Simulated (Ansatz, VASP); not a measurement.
One calculation of C, two programs

INCAR

```
SYSTEM = C
PREC     = Accurate       ! precision mode
ENCUT    = 520            ! plane-wave cutoff, eV
EDIFF    = 1E-7           ! SCF threshold, eV
ISMEAR   = 0              ! smearing method
SIGMA    = 0.1            ! smearing width, eV
LREAL    = .FALSE.        ! projectors in reciprocal space
LASPH    = .TRUE.         ! aspherical terms in the spheres
NELM     = 100            ! most SCF steps
ALGO     = Normal         ! electronic algorithm
ISIF     = 2              ! what is computed and relaxed
LWAVE    = .FALSE.        ! write WAVECAR
LCHARG   = .FALSE.        ! write CHGCAR
LDIPOL   = .TRUE.       
IDIPOL   = 3            
DIPOL    = 0.5 0.5 0.500
GGA      = PE             ! functional
IVDW     = 12             ! dispersion correction
NBANDS   = 11             ! bands
```

The input KPOINTS:

```
Automatic mesh
0
G
  21 21 1
  0 0 0
```

File POSCAR:

```
C
1.0
    2.6140000000      0.0000000000      0.0000000000
   -1.3070000000      2.2637904055      0.0000000000
    0.0000000000      0.0000000000     26.0024170307
C
2
Direct
    0.6666666667      0.3333333333      0.5082492331
    0.3333333333      0.6666666667      0.4917507669
```

Input for Ansatz:

```yaml
crystal:
  lattice:
    - [2.614, 0.0, 0.0]
    - [-1.307, 2.2637904055, 0.0]
    - [0.0, 0.0, 26.0024170307]
  atoms:
    - { symbol: C, position: [0.6666666667, 0.3333333333, 0.5082492331] }
    - { symbol: C, position: [0.3333333333, 0.6666666667, 0.4917507669] }
  periodic: [true, true, false]
basis:
  ecutwfc: 420
kpoints:
  mp_grid: { grid: [21, 21, 1] }
hamiltonian:
  xc: pbe
  pseudopotentials: { kind: paw, azcp: { folder: soft_1 } }
  dispersion: d3bj
scf:
  occupations: { method: gaussian, width: 0.1 }
output:
  forces: true
  stress: true
  eigenvalues: true
```

Alike in both runs: task single point; functional PBE; dispersion D3(BJ); k mesh 21 × 21 × 1; occupations gaussian, width 0.1 eV; no spin polarisation.

```csv
,VASP,Ansatz
version,VASP 6.6.1,Ansatz 0.2.0
potentials or method,"VASP PAW PBE potentials, release 64 (C), cutoff 520 eV","scalar-relativistic, plane waves, PAW"
valence electrons in the cell,8,8
```

```csv
,VASP,Ansatz,Ansatz less VASP
gap on the k mesh at the Fermi level (eV),none,none,-
rms of the force components (eV/Å),3.933,3.944,+0.0109
```

Atom by atom the forces differ by 0.011 eV/Å (rms over components). A gap of «none» marks a metal or a gap that the smearing closes.
